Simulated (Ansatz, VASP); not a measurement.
One calculation of LiCl, two programs

```xyz
2
Lattice="0.0000 2.5560 2.5560 2.5560 0.0000 2.5560 2.5560 2.5560 0.0000" Properties=species:S:1:pos:R:3 pbc="T T T"
Li    0.0000    0.0000    0.0000
Cl    2.5560    2.5560    2.5560
```

Alike in both runs: task single point; functional HSE06; k mesh 6 × 6 × 6; no spin polarisation.

```csv
,VASP,Ansatz
version,VASP 6.6.1,Ansatz 0.2.0
potentials or method,"VASP PAW PBE potentials, release 64 (Li_sv, Cl)","plane waves, PAW"
plane-wave cutoff (eV),520,420
occupations,"gaussian, width 0.01 eV",fixed
valence electrons in the cell,10,10
```

```csv
,VASP,Ansatz,Ansatz less VASP
gap on the k mesh at the Fermi level (eV),7.79,7.79,-0.006
```

Ansatz's warnings: stress exchange threshold loose, stress scf threshold loose.

Noted on VASP's run: the cutoff is short for stress, so the pressure is rough.
